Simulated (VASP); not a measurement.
Here is a VASP 6.6.1 calculation.

File POSCAR:

```
Ir
1.0
    2.7236421892      0.0000000000      0.0000000000
   -1.3618210946      2.3587433266      0.0000000000
    0.0000000000      0.0000000000      8.8595350964
Ir
4
Direct
    0.0000000000      0.0000000000      0.0000000000
    0.3333333333      0.6666666667      0.2500000000
    0.0000000000      0.0000000000      0.5000000000
    0.6666666667      0.3333333333      0.7500000000
```

The input INCAR.step1:

```
PREC = Accurate ; ENCUT = 600
ISMEAR = 0 ; SIGMA = 0.1
LREAL = F ; LASPH = T
NELM = 60 ; GGA = PE
ALGO = Normal ; EDIFF = 1E-4
LWAVE = T ; LCHARG = F
KPAR = 4
```

File INCAR.step2:

```
PREC = Accurate ; ENCUT = 600
EDIFF = 1E-6 ; ISMEAR = 0
SIGMA = 0.1 ; LREAL = F
LASPH = T ; NELM = 60
ALGO = Normal ; ISIF = 3
LWAVE = F ; LCHARG = F
METAGGA = R2SCAN ; LMIXTAU = T
IBRION = 2 ; NSW = 80
EDIFFG = -0.01 ; ISTART = 1
KPAR = 4
```

Contents of KPOINTS:

```
regular mesh
0
Gamma
  18 18 6
```

Potentials or basis: VASP PAW PBE potentials, release 64 (Ir).

The run is started by

```sh
$ cat potpaw_PBE.64/Ir/POTCAR > POTCAR
$ cp INCAR.step1 INCAR
$ mpirun -np 4 vasp_std > vasp.out
$ cp INCAR.step2 INCAR
$ mpirun -np 4 vasp_std > vasp.out
```

Task: Estimate the relaxed volume.

Result: 14.32 Å³/atom.

Task: Predict the space group after relaxing (to 0.1 Å).

Result: P6_3/mmc (No. 194).

Task: What does it give for the relaxed cell?

Result: a = 2.726 Å, b = 2.726 Å, c = 8.902 Å, α = 90.00°, β = 90.00°, γ = 120.00°.

Step by step:
| step | energy change (eV) | largest force (eV/Å) | pressure (GPa) | volume (Å³) |
| --- | --- | --- | --- | --- |
| 1 | 0.0000 | 0.0000 | 2.50 | 56.92 |
| 2 | 0.0397 | 0.0000 | -8.96 | 58.76 |
| 3 | -0.0034 | 0.0000 | -0.17 | 57.31 |
| 4 | -0.0035 | 0.0000 | 0.12 | 57.27 |
| 5 | -0.0036 | 0.0000 | 0.00 | 57.29 |

Caveat: the highest band is partly filled, so the run has too few bands; the PAW data sets were made with another functional, which shifts forces and pressure a little.
